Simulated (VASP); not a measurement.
Write the native input for VASP 6.6.1 that does the following.

```yaml
Task: single point
Functional: LDA
Potentials_or_basis: VASP PAW LDA potentials, release 64 (Co)
Cutoff: 520 eV
k_mesh: 16 × 16 × 16
Occupations: fermi-dirac, width 0.1 eV
Spin: no spin polarisation
Dipole_correction: no
Further_INCAR_settings: ALGO = Normal; EDIFF = 1e-06; NBANDS = 10
```

The structure of Co lies in POSCAR:

```
Co
1.0
   -1.3493415908      1.3493415908      1.3493415908
    1.3493415908     -1.3493415908      1.3493415908
    1.3493415908      1.3493415908     -1.3493415908
Co
1
Direct
    0.0000000000      0.0000000000      0.0000000000
```

This isn't the form of Co at room conditions, which is hcp.

One way to write it, as run:

INCAR

```
PREC = Accurate
ENCUT = 520
EDIFF = 1E-6
ISMEAR = -1
SIGMA = 0.1
LREAL = F
LASPH = T
NELM = 60
ALGO = Normal
ISIF = 2
LWAVE = F
LCHARG = F
GGA = CA
NBANDS = 10
```

KPOINTS

```
regular mesh
0
Gamma
  16 16 16
```

Potentials or basis: VASP PAW LDA potentials, release 64 (Co).

Launch:

```bash
$ cat potpaw_LDA.64/Co/POTCAR > POTCAR
$ mpirun -np 1 vasp_std > vasp.out
```

Results of the run:

| Quantity | Value |
| --- | --- |
| Pressure | -0.9 GPa |
| Band gap on the k mesh | zero (an odd number of electrons rules out a gap without spin polarisation) |

Caveat: the run has no spin polarisation, though such a crystal can be magnetic.

Run time: 19 s on 1 thread of AMD EPYC 7R13, on a shared host, peak memory 0.09 GiB.
